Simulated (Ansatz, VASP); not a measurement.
**One calculation of Ta5TiN6, two programs**

```xyz
12
Lattice="3.3518 0.0000 0.0000 0.0000 3.3518 0.0000 0.0000 0.0000 14.2206" Properties=species:S:1:pos:R:3 pbc="T T T"
Ti    1.6759    1.6759    7.1103
Ta    0.0000    0.0000    0.0000
Ta    1.6759    1.6759    2.3701
Ta    0.0000    0.0000    4.7402
Ta    0.0000    0.0000    9.4804
Ta    1.6759    1.6759   11.8505
N     0.0000    0.0000   11.8505
N     1.6759    1.6759    0.0000
N     0.0000    0.0000    2.3701
N     1.6759    1.6759    4.7402
N     0.0000    0.0000    7.1103
N     1.6759    1.6759    9.4804
```

Alike in both runs: task single point; functional PBE; k mesh 6 × 6 × 2; occupations gaussian, width 0.1 eV; collinear spin.

|  | VASP | Ansatz |
| --- | --- | --- |
| version | VASP 6.6.1 | Ansatz 0.2.0 |
| potentials or method | VASP PAW PBE potentials, release 64 (Ti_sv, Ta_pv, N), cutoff 520 eV | scalar-relativistic, plane waves, PAW |
| valence electrons in the cell | 97 | 107 |

Ansatz gave:

```
gap on the k mesh at the Fermi level (eV) : none
rms of the force components (eV/Å)        : 0.088
net moment per atom (μB)                  : 0.00
```

Q: What did VASP give for the same quantities?

A: gap on the k mesh at the Fermi level (eV): none; rms of the force components (eV/Å): 0.089; net moment per atom (μB): 0.00.

Atom by atom the forces differ by 0.001 eV/Å (rms over components). A gap of «none» marks a metal or a gap that the smearing closes. VASP's potentials hold 97 valence electrons a cell and Ansatz's 107, so a difference there can come from the potentials and not from the codes. Ansatz's warnings: seeded moment not kept.

Neither program's run includes spin-orbit coupling.
